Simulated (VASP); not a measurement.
Runs of VASP 6.6.1 on CoSi2. The structure is that of space group I4/mmm (No. 139), or close to it. The cells are those of the table. 

```tsv
cell	gap on the mesh (eV)	pressure (GPa)	largest force (eV/Å)
a = 3.729, b = 3.729, c = 3.923 Å, angles 58.3, 58.3, 63.5°, 3 atoms	none	4.7	2.51
a = 3.862, b = 3.862, c = 3.658 Å, angles 61.7, 61.7, 56.5°, 3 atoms	none	(b)	0.36
a = 3.837, b = 3.837, c = 3.702 Å, angles 61.2, 61.2, 57.7°, 3 atoms	none	(c)	0.38
a = 3.748, b = 3.748, c = 3.879 Å, angles 58.8, 58.8, 62.3°, 3 atoms	none	3.4	2.06
a = 3.769, b = 3.769, c = 3.834 Å, angles 59.4, 59.4, 61.2°, 3 atoms	none	(a)	0.53
```

Alike in all rows: task single point; level PBE; potentials or basis VASP PAW PBE potentials, release 64 (Co, Si); no spin polarisation; k mesh 12 × 12 × 12; cutoff (eV) 520; smearing gaussian 0.15 eV.

Problem. Estimate the missing entries.

Solution. (a) 0.2; (b) 1.2; (c) 0.5.

Caveats: forces of over 1 eV/Å act on the atoms, so gaps and moduli don't describe the material at rest (some runs).

A gap of «none» marks levels without a gap at the run's occupations.
